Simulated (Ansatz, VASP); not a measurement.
## Yb in VASP and in Ansatz

```
Yb
1.0
     0.00000    2.60966    2.60966
     2.60966    0.00000    2.60966
     2.60966    2.60966    0.00000
Yb
1
Cartesian
  0.0000 0.0000 0.0000
```

Alike in both runs: task single point; functional r2SCAN; k mesh 10 × 10 × 10; occupations fermi-dirac, width 0.1 eV; no spin polarisation.

|  | VASP | Ansatz |
| --- | --- | --- |
| version | VASP 6.6.1 | Ansatz 0.2.0 |
| potentials or method | VASP PAW PBE potentials, release 64 (Yb), cutoff 520 eV | plane waves (500 eV) with PAW, scalar-relativistic |
| valence electrons in the cell | 24 | 24 |

```tsv
	VASP	Ansatz	Ansatz less VASP
pressure (GPa)	-0.3	0.0	+0.26
```

VASP's potentials were made for PBE, not for r2SCAN.

Spin-orbit coupling is off throughout.
